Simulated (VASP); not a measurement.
# Ca3CdF8 (Cmmm) in VASP: notebook

Runs on Ca3CdF8. Level: PBE. Tasks: single point.

Program: VASP 6.6.1. These are calculated values, not measurements. Logs are shortened: lines on timing, memory, paths and dates and some standing lists are left out, and cuts for length are marked.

## 1. The cell of the first run

Symmetry: Cmmm, No. 65, orthorhombic system. Conventional cell: a = 7.679 Å, b = 10.854 Å, c = 3.835 Å, α = 90.00°, β = 90.00°, γ = 90.00°. Within 3.1 Å of Ca (site symmetry 2/m) lie 8 F at 2.35 Å. Within 3.1 Å of Ca (site symmetry mmm) lie 8 F at 2.35 to 2.36 Å. F (site symmetry m) has 1 Cd at 2.34 Å and 3 Ca at 2.35 to 2.36 Å and 6 F at 2.71 to 2.72 Å within 3.1 Å. Within 3.1 Å of F (site symmetry m2m) lie 4 Ca at 2.35 Å and 6 F at 2.72 Å. Within 3.1 Å of F (site symmetry m2m) lie 2 Cd at 2.34 Å and 2 Ca at 2.35 Å and 6 F at 2.70 to 2.72 Å. Cd (site symmetry mmm) has 8 F at 2.34 Å within 3.1 Å.

## 2. Single point, PBE

INCAR

```
SYSTEM = Ca3CdF8
PREC = Accurate
ENCUT = 520
EDIFF = 1E-6
ISMEAR = -1
SIGMA = 0.02
LREAL = .FALSE.
LASPH = .TRUE.
NELM = 80
ALGO = Normal
ISIF = 2
LWAVE = .FALSE.
LCHARG = .FALSE.
GGA = PE
NBANDS = 61
```

KPOINTS

```
Automatic mesh
0
G
  4 4 6
  0 0 0
```

POSCAR

```
Ca3CdF8
1.0
    3.8394915705     -5.4268058284      0.0000000000
    3.8394915705      5.4268058284      0.0000000000
    0.0000000000      0.0000000000      3.8351405034
Ca F Cd
3 8 1
Direct
    0.0000000000      0.5000000000      0.0000000000
    0.0000000000      0.0000000000      0.5000000000
    0.5000000000      0.0000000000      0.0000000000
    0.3757082200      0.1261540443      0.5000000000
    0.1261540443      0.3757082200      0.5000000000
    0.8746346378      0.1253653622      0.0000000000
    0.6243384309      0.3756615691      0.0000000000
    0.3756615691      0.6243384309      0.0000000000
    0.1253653622      0.8746346378      0.0000000000
    0.8738459557      0.6242917800      0.5000000000
    0.6242917800      0.8738459557      0.5000000000
    0.5000000000      0.5000000000      0.5000000000
```

Potentials or basis: VASP PAW PBE potentials, release 64 (Ca_sv, F, Cd).

The run is started by

```bash
cat potpaw_PBE.64/Ca_sv/POTCAR potpaw_PBE.64/F/POTCAR potpaw_PBE.64/Cd/POTCAR > POTCAR
mpirun -np 1 vasp_std > vasp.out
```

OUTCAR:

```text
SYSTEM = Ca3CdF8
   PREC = Accurate
   ENCUT = 520
   EDIFF = 1E-6
   ISMEAR = -1
   LREAL = .FALSE.
   LASPH = .TRUE.
   NELM = 80
   ISIF = 2
   GGA = PE

 ion  position               nearest neighbor table
   1  0.000  0.500  0.000-   6 2.35   9 2.35   5 2.35  10 2.35   5 2.35  10 2.35   8 2.35   7 2.35

   2  0.000  0.000  0.500-   6 2.35   9 2.35   6 2.35   9 2.35  10 2.36  11 2.36   4 2.36   5 2.36

   3  0.500  0.000  0.000-   6 2.35   9 2.35   4 2.35  11 2.35   4 2.35  11 2.35   7 2.35   8 2.35

   4  0.376  0.126  0.500-  12 2.34   3 2.35   3 2.35   2 2.36
   5  0.126  0.376  0.500-  12 2.34   1 2.35   1 2.35   2 2.36
   6  0.875  0.125  0.000-   1 2.35   3 2.35   2 2.35   2 2.35
   7  0.624  0.376  0.000-  12 2.34  12 2.34   3 2.35   1 2.35
   8  0.376  0.624  0.000-  12 2.34  12 2.34   1 2.35   3 2.35
   9  0.125  0.875  0.000-   1 2.35   3 2.35   2 2.35   2 2.35
  10  0.874  0.624  0.500-  12 2.34   1 2.35   1 2.35   2 2.36
  11  0.624  0.874  0.500-  12 2.34   3 2.35   3 2.35   2 2.36
  12  0.500  0.500  0.500-   4 2.34   5 2.34  10 2.34  11 2.34   7 2.34   8 2.34   7 2.34   8 2.34

  LATTYP: Found a base centered orthorhombic cell.
 ALAT       =     7.6789831410
 B/A-ratio  =     1.4134178260
 C/A-ratio  =     0.4994333798

  Lattice vectors:

 A1 = (   3.8394915705,  -5.4268058284,   0.0000000000)
 A2 = (   3.8394915705,   5.4268058284,   0.0000000000)
 A3 = (   0.0000000000,   0.0000000000,   3.8351405034)

Analysis of symmetry for initial positions (statically):
=====================================================================
 Subroutine PRICEL returns:
 Original cell was already a primitive cell.

 Routine SETGRP: Setting up the symmetry group for a
 base centered orthorhombic supercell.

 Subroutine GETGRP returns: Found  8 space group operations
 (whereof  8 operations were pure point group operations)
 out of a pool of  8 trial point group operations.

The static configuration has the point symmetry D_2h.

Analysis of symmetry for dynamics (positions and initial velocities):
=====================================================================
 Subroutine PRICEL returns:
 Original cell was already a primitive cell.

 Routine SETGRP: Setting up the symmetry group for a
 base centered orthorhombic supercell.

[... 131 lines left out ...]
   ISYM   =      2    0-nonsym 1-usesym 2-fastsym
   POTIM  = 0.5000    time-step for ionic-motion
   TEBEG  =    0.0;   TEEND  =   0.0 temperature during run
   PSTRESS=    0.0 pullay stress
   NELECT =      98.0000    total number of electrons
   NUPDOWN=      -1.0000    fix difference up-down
   EMIN   =  10.00;   EMAX   =-10.00  energy-range for DOS
   EFERMI =   0.00;   METHOD = LEGACY
   ISMEAR =    -1;   SIGMA  =   0.02  broadening in eV -4-tet -1-fermi 0-gaus
   EFERMI_NEDOS =   21; number of points for ismear=-14 and -15
   IALGO  =     38    algorithm
   IMIX   =      4    mixing-type and parameters
     AMIX     =   0.40;   BMIX     =  1.00
     AMIX_MAG =   1.60;   BMIX_MAG =  1.00
  volume/ion in A,a.u.               =      13.32        89.88
  Fermi-wavevector in a.u.,A,eV,Ry     =   1.390829  2.628286 26.319185  1.934406
  Thomas-Fermi vector in A             =   2.514727
   LORBIT       =      0    0 simple, 1 ext, 2 COOP (PROOUT), +10 PAW based schemes
   GGA     = PE    functional components
   LHFCALC =     F    Hartree Fock is set to
   AEXX    =    0.0000 exact exchange contribution
   IVDW    =     0    specifies the selected vdW correction
   LEPSILON=     F    determine dielectric tensor
   LRPA    =     F    only Hartree local field effects (RPA)
 non-spin polarized calculation
  energy-cutoff  :      520.00
  volume of cell :      159.82
 maximum number of plane-waves:      4330
 NGX is ok and might be reduce to    50
   NGX = 25   NGY = 25   NGZ = 15

 number of electron      98.0000021 magnetization

 Free energy of the ion-electron system (eV)
  ---------------------------------------------------
  ext. energy  EPLUGINS =         0.00000000
  ---------------------------------------------------
  free energy    TOTEN  =       -62.80653842 eV

  energy without entropy =      -62.80653842  energy(sigma->0) =      -62.80653842

 E-fermi :  -0.5016     XC(G=0):  -9.8681

 val. band max:       -0.9412729082   @ k =   0.0000   0.0000   0.5000
 cond. band min:       4.3622046521   @ k =   0.0000   0.0000   0.0000
 fundamental gap:      5.3034775602
 Fermi energy:        -0.5016192536

 k-point     1 :       0.0000    0.0000    0.0000
  band No.  band energies     occupation
      1     -37.0496      2.00000
      2     -37.0035      2.00000
      3     -36.9991      2.00000
      4     -21.3707      2.00000
      5     -21.1765      2.00000
      6     -21.1142      2.00000
[... 1525 lines left out ...]
     60       9.1719      0.00000
     61       9.2686      0.00000

 [... further k-points ...]

------------------------ aborting loop because EDIFF is reached ----------------------------------------

  FORCE on cell =-STRESS in cart. coord.  units (eV):
  Direction    XX          YY          ZZ          XY          YZ          ZX
  --------------------------------------------------------------------------------------
  -------------------------------------------------------------------------------------
  Total        4.2611864      4.2485877      4.2488390      0.0000000      0.0000000      0.0000000
  in kB       42.7180912     42.5917902     42.5943095      0.0000000      0.0000000      0.0000000
  external PRESSURE =      42.6347303 kB  Pullay stress =       0.0000000 kB

 VOLUME and BASIS-vectors are now :
 -----------------------------------------------------------------------------
  energy-cutoff  :      520.00
  volume of cell :      159.82
      direct lattice vectors                 reciprocal lattice vectors
     3.839491570 -5.426805828  0.000000000     0.130225576 -0.092135229  0.000000000
     3.839491570  5.426805828  0.000000000     0.130225576  0.092135229  0.000000000
     0.000000000  0.000000000  3.835140503     0.000000000  0.000000000  0.260746640

 POSITION                                       TOTAL-FORCE (eV/Angst)
 -----------------------------------------------------------------------------------
      1.91975      2.71340      0.00000        -0.000000     -0.000000     -0.000000
      0.00000      0.00000      1.91757        -0.000000     -0.000000     -0.000000
      1.91975     -2.71340      0.00000        -0.000000     -0.000000     -0.000000
      1.92690     -1.35428      1.91757        -0.073872     -0.053438     -0.000000
      1.92690      1.35428      1.91757        -0.073872      0.053438     -0.000000
      3.83949     -4.06614      0.00000        -0.000000      0.002299     -0.000000
      3.83949     -1.34952      0.00000        -0.000000     -0.103358     -0.000000
      3.83949      1.34952      0.00000        -0.000000      0.103358     -0.000000
      3.83949      4.06614      0.00000        -0.000000     -0.002299      0.000000
      5.75209     -1.35428      1.91757         0.073872     -0.053438     -0.000000
      5.75209      1.35428      1.91757         0.073872      0.053438     -0.000000
      3.83949      0.00000      1.91757        -0.000000     -0.000000     -0.000000
 -----------------------------------------------------------------------------------
    total drift:                                0.000000      0.000000     -0.000000

  FREE ENERGIE OF THE ION-ELECTRON SYSTEM (eV)
  ---------------------------------------------------
  free  energy   TOTEN  =       -62.8065384211 eV

  energy  without entropy=      -62.8065384211  energy(sigma->0) =      -62.80653842
```

Run time: 7.7 min. Hardware: 1 thread of Intel Xeon 8259CL, shared host; peak memory 0.4 GiB.

Results:

- Free energy: -62.8065 eV
- Pressure: 4.3 GPa
- Largest force: 0.103 eV/Å
- Band gap on the k mesh: 5.30 eV (least direct gap 5.36 eV)

Forces in eV/Å, atoms in the order of the input:
```
Ca   0.000  0.000  0.000
Ca   0.000  0.000  0.000
Ca   0.000  0.000  0.000
F   -0.074 -0.053  0.000
F   -0.074  0.053  0.000
F    0.000  0.002  0.000
F    0.000 -0.103  0.000
F    0.000  0.103  0.000
F    0.000 -0.002  0.000
F    0.074 -0.053  0.000
F    0.074  0.053  0.000
Cd   0.000  0.000  0.000
```

Levels at points of the mesh, in eV from the valence-band top:
```tsv
k point	band 47	band 48	band 49	band 50	band 51	band 52
(0.00, 0.00, 0.00)	-0.24	-0.18	-0.05	5.30	8.22	9.14
(0.50, 0.00, 0.00)	-0.38	-0.23	-0.09	5.99	8.15	8.42
(0.50, 0.50, 0.00)	-0.42	-0.06	-0.04	6.19	8.20	8.56
(0.00, 0.00, 0.50)	-0.26	-0.19	0.00	7.39	8.34	8.54
(0.50, 0.00, 0.50)	-0.36	-0.14	-0.10	7.50	8.40	8.41
(0.50, 0.50, 0.50)	-0.19	-0.17	-0.03	7.27	8.36	8.39
```

Caveat: the cell stands under pressure.

## 3. Single point, PBE

This run uses another cell than the first one, of 13.90 Å³/atom.

INCAR

```
PREC     = Accurate       # precision mode
ENCUT    = 520            # plane-wave cutoff, eV
EDIFF    = 1E-7           # SCF threshold, eV
ISMEAR   = -1             # smearing method
SIGMA    = 0.02           # smearing width, eV
LREAL    = F              # projectors in reciprocal space
LASPH    = T              # aspherical terms in the spheres
NELM     = 80             # most SCF steps
ALGO     = Normal         # electronic algorithm
ISIF     = 2              # what is computed and relaxed
LWAVE    = F              # write WAVECAR
LCHARG   = T              # write CHGCAR
GGA      = PE             # functional
LELF     = T              # ELF
LVHAR    = T            
NBANDS   = 61             # bands
```

KPOINTS

```
Automatic mesh
0
Gamma
  4 4 6
```

POSCAR

```
Ca3CdF8
1.0
    3.8951113975     -5.5044421826      0.0000000000
    3.8951113975      5.5044421826      0.0000000000
    0.0000000000      0.0000000000      3.8896471116
Ca F Cd
3 8 1
Direct
    0.0000000000      0.5000000000      0.0000000000
    0.0000000000      0.0000000000      0.5000000000
    0.5000000000      0.0000000000      0.0000000000
    0.3752708069      0.1251307027      0.5000000000
    0.1251307027      0.3752708069      0.5000000000
    0.8746739486      0.1253260514      0.0000000000
    0.6249545241      0.3750454759      0.0000000000
    0.3750454759      0.6249545241      0.0000000000
    0.1253260514      0.8746739486      0.0000000000
    0.8748692973      0.6247291931      0.5000000000
    0.6247291931      0.8748692973      0.5000000000
    0.5000000000      0.5000000000      0.5000000000
```

Potentials or basis: VASP PAW PBE potentials, release 64 (Ca_sv, F, Cd).

The run is started by

```bash
cat potpaw_PBE.64/Ca_sv/POTCAR potpaw_PBE.64/F/POTCAR potpaw_PBE.64/Cd/POTCAR > POTCAR
mpirun -np 1 vasp_std > vasp.out
```

Wall time 8.6 min (1 thread of Intel Xeon 8259CL, shared host); peak memory 0.41 GiB.

Results (log left out):

```
Free energy            : -62.9196 eV
Pressure               : 0.3 GPa
Largest force          : 0.012 eV/Å
Band gap on the k mesh : 5.05 eV (least direct gap 5.13 eV)
```

Forces on the atoms (eV/Å):
```
Ca   0.000  0.000  0.000
Ca   0.000  0.000  0.000
Ca   0.000  0.000  0.000
F   -0.008 -0.006  0.000
F   -0.008  0.006  0.000
F    0.000  0.000  0.000
F    0.000 -0.012  0.000
F    0.000  0.012  0.000
F    0.000  0.000  0.000
F    0.008 -0.006  0.000
F    0.008  0.006  0.000
Cd   0.000  0.000  0.000
```

Levels at points of the mesh, in eV from the valence-band top:
```
           k point  band 46  band 47  band 48  band 49  band 50  band 51  band 52  band 53
(0.00, 0.00, 0.00)    -0.40    -0.21    -0.12    -0.08     5.05     8.16     9.02     9.04
(0.50, 0.00, 0.00)    -0.54    -0.36    -0.21    -0.13     5.67     7.98     8.34     8.69
(0.50, 0.50, 0.00)    -0.38    -0.35    -0.09    -0.04     5.86     8.07     8.44     8.65
(0.00, 0.00, 0.50)    -0.22    -0.20    -0.16     0.00     7.01     8.28     8.41     8.64
(0.50, 0.00, 0.50)    -0.50    -0.34    -0.15    -0.10     7.10     8.31     8.35     8.62
(0.50, 0.50, 0.50)    -0.19    -0.13    -0.11    -0.04     6.96     8.22     8.32     9.19
```

A k mesh can miss the band edges.
